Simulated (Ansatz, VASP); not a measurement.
MnB6 in VASP and in Ansatz

```
CELL_PARAMETERS angstrom
3.56634 0.00000 0.00000
-1.78317 3.08854 0.00000
0.00000 0.00000 5.39915
ATOMIC_POSITIONS crystal
Mn 0.00000 0.00000 0.50000
B 0.50000 0.50000 0.29854
B 0.00000 0.50000 0.29854
B 0.50000 0.00000 0.29854
B 0.00000 0.50000 0.70146
B 0.50000 0.00000 0.70146
B 0.50000 0.50000 0.70146
```

Change from the starting cell: species swapped into the MoCl6 type (P-31m, No. 162).

Alike in both runs: functional PBE; k mesh 12 × 12 × 6; occupations gaussian, width 0.1 eV; no spin polarisation.

Ansatz relaxed the structure, and its values are those at the end. VASP's run is a single point on that final structure, the one shown.

```csv
,VASP,Ansatz
version,VASP 6.6.1,Ansatz 0.2.0
potentials or method,"VASP PAW PBE potentials, release 64 (Mn_pv, B), cutoff 520 eV","scalar-relativistic, plane waves, PAW"
valence electrons in the cell,31,33
```

|  | VASP | Ansatz | Ansatz less VASP |
| --- | --- | --- | --- |
| gap on the k mesh at the Fermi level (eV) | none | none | - |
| pressure (GPa) | 0.0 | 0.0 | 0.00 |

A gap of «none» marks a metal or a gap that the smearing closes. VASP's potentials hold 31 valence electrons a cell and Ansatz's 33, so a difference there can come from the potentials and not from the codes.
